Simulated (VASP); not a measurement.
C:

```
C
1.0
     1.23319    0.71198    8.28261
    -1.23319    0.71198    8.28261
     0.00000   -1.42396    8.28261
C
4
Cartesian
  0.0000 0.0000 22.6818
  0.0000 0.0000 6.1163
  0.0000 0.0000 18.7315
  0.0000 0.0000 2.1661
```

Program: VASP 6.6.1. Alike in all runs: task single point; level r2SCAN; potentials or basis VASP PAW PBE potentials, release 64 (C); no spin polarisation; cell as given; cutoff (eV) 520; smearing fermi-dirac 0.1 eV. Hardware: 1 thread of Intel(R) Xeon(R) 6975P-C (Granite Rapids), with other jobs on the host.

Question: Order these runs on this cell by their wall time, lowest first.
A. k mesh 6 × 6 × 6
B. k mesh 3 × 3 × 3
C. k mesh 10 × 10 × 10

Answer: B (80 s), A (400 s), C (1400 s).

Caveats: some runs use coarse meshes.
